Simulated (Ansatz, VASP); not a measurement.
NbFe3Sn: VASP beside Ansatz

```xyz
5
Lattice="4.6589 0.0000 0.0000 0.0000 4.6589 0.0000 0.0000 0.0000 4.6589" Properties=species:S:1:pos:R:3 pbc="T T T"
Nb    0.0000    0.0000    0.0000
Fe    0.0000    2.3294    2.3294
Fe    2.3294    0.0000    2.3294
Fe    2.3294    2.3294    0.0000
Sn    2.3294    2.3294    2.3294
```

Alike in both runs: functional PBE; k mesh 8 × 8 × 8; occupations gaussian, width 0.1 eV; collinear spin.

Ansatz relaxed the structure, and its values are those at the end. VASP's run is a single point on that final structure, the one shown.

|  | VASP | Ansatz |
| --- | --- | --- |
| version | VASP 6.6.1 | Ansatz 0.2.0 |
| potentials or method | VASP PAW PBE potentials, release 64 (Nb_sv, Fe, Sn_d), cutoff 520 eV | scalar-relativistic, plane waves, PAW |
| valence electrons in the cell | 51 | 75 |

```csv
,VASP,Ansatz,Ansatz less VASP
gap on the k mesh at the Fermi level (eV),none,none,-
pressure (GPa),0.1,0.0,-0.04
net moment per atom (μB),1.08,1.09,+0.009
size of the moment on the site where the two differ most (μB),1.63,1.92,+0.284
```

Site moments also hang on the region over which each program counts them. A gap of «none» marks a metal or a gap that the smearing closes. VASP's potentials hold 51 valence electrons a cell and Ansatz's 75, so a difference there can come from the potentials and not from the codes.
